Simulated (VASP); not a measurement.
Crystal: Ca.

```
Ca
1.0
     3.95755    0.00000    0.00000
    -1.97878    3.42734    0.00000
     0.00000    0.00000   12.86942
Ca
4
Cartesian
  0.0000 0.0000 0.0000
  0.0000 2.2849 3.2174
  0.0000 0.0000 6.4347
  1.9788 1.1424 9.6521
```

```yaml
Program: VASP 6.6.1
Task: relaxation of cell and atoms
Functional: PBE
Potentials_or_basis: VASP PAW PBE potentials, release 64 (Ca_sv)
Cutoff: 600 eV
k_mesh: 12 × 12 × 4
Occupations: gaussian, width 0.1 eV
Spin: no spin polarisation
```

At the start: pressure -0.5 GPa; volume 43.64 Å³/atom.

Q: Where does the relaxation end?

A: Over 6 steps the energy falls by 2.3 meV/atom and the volume is 42.34 Å³/atom (-3.0 %); space group P6_3/mmc (No. 194, to 0.05 Å).

The path:
```
step  energy change (eV)  largest force (eV/Å)  pressure (GPa)  volume (Å³)
   1              0.0000                0.0000           -0.49       174.56
   2             -0.0076                0.0000           -0.18       171.19
   3             -0.0088                0.0000            0.00       169.38
   4             -0.0089                0.0000            0.01       169.24
   5             -0.0090                0.0000            0.01       169.30
   6             -0.0090                0.0000            0.00       169.35
```

Final structure:
```cif
data_structure
_symmetry_space_group_name_H-M 'P 1'
_symmetry_Int_Tables_number 1
_cell_length_a 3.9058
_cell_length_b 3.9058
_cell_length_c 12.8186
_cell_angle_alpha 90.000
_cell_angle_beta 90.000
_cell_angle_gamma 120.000
_cell_volume 169.35
loop_
_atom_site_label
_atom_site_type_symbol
_atom_site_fract_x
_atom_site_fract_y
_atom_site_fract_z
_atom_site_occupancy
Ca1 Ca 0.00000 0.00000 0.00000 1
Ca2 Ca 0.33333 0.66667 0.25000 1
Ca3 Ca 0.00000 0.00000 0.50000 1
Ca4 Ca 0.66667 0.33333 0.75000 1
```
